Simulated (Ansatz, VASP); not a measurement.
## Two plane-wave programs on AgCl

Contents of INCAR:

```
PREC     = Accurate       # precision mode
ENCUT    = 520            # plane-wave cutoff, eV
EDIFF    = 1E-7           # SCF threshold, eV
ISMEAR   = -1             # smearing method
SIGMA    = 0.08           # smearing width, eV
LREAL    = False          # projectors in reciprocal space
LASPH    = True           # aspherical terms in the spheres
NELM     = 60             # most SCF steps
ALGO     = Normal         # electronic algorithm
ISIF     = 2              # what is computed and relaxed
LWAVE    = False          # write WAVECAR
LCHARG   = True           # write CHGCAR
GGA      = PS             # functional
LELF     = True           # ELF
LVHAR    = True         
NBANDS   = 16             # bands
```

KPOINTS

```
regular mesh
0
Gamma
  13 13 13
```

Contents of POSCAR:

```
AgCl
1.0
    2.9289329432      0.0000000000      0.0000000000
    0.0000000000      2.9289329432      0.0000000000
    0.0000000000      0.0000000000      2.9289329432
Ag Cl
1 1
Direct
    0.0000000000      0.0000000000      0.0000000000
    0.5000000000      0.5000000000      0.5000000000
```

Input for Ansatz:

```yaml
crystal:
  lattice:
    - [2.9289329432, 0.0, 0.0]
    - [0.0, 2.9289329432, 0.0]
    - [0.0, 0.0, 2.9289329432]
  atoms:
    - { symbol: Ag, position: [0.0, 0.0, 0.0] }
    - { symbol: Cl, position: [0.5, 0.5, 0.5] }
kpoints:
  mp_grid: { grid: [13, 13, 13] }
scf:
  occupations: { method: fermi_dirac, width: 0.08 }
hamiltonian:
  xc: pbesol
  pseudopotentials: { kind: paw }
output:
  forces: true
  stress: true
  eigenvalues: true
  populations: true
  write_density: true
  write_potential: true
  elf: true
  volumetric_format: npy
```

Change from the starting cell: volume scaled by 0.68, PAW files.

Alike in both runs: task single point; functional PBEsol; k mesh 13 × 13 × 13; occupations fermi-dirac, width 0.08 eV; no spin polarisation.

|  | VASP | Ansatz |
| --- | --- | --- |
| version | VASP 6.6.1 | Ansatz 0.2.0 |
| potentials or method | VASP PAW PBE potentials, release 64 (Ag, Cl) | PAW with Ansatz's default frozen-core files, scalar-relativistic |
| plane-wave cutoff (eV) | 520 | 420 |
| valence electrons in the cell | 18 | 26 |

```csv
,VASP,Ansatz,Ansatz less VASP
pressure (GPa),68.9,69.2,+0.24
```

VASP's potentials were made for PBE, not for PBEsol. Both programs put the cell under a high pressure, so it lies far from rest at this level. VASP's potentials hold 18 valence electrons a cell and Ansatz's 26, so a difference there can come from the potentials and not from the codes.

Noted on VASP's run: the cell as given lies far from equilibrium.
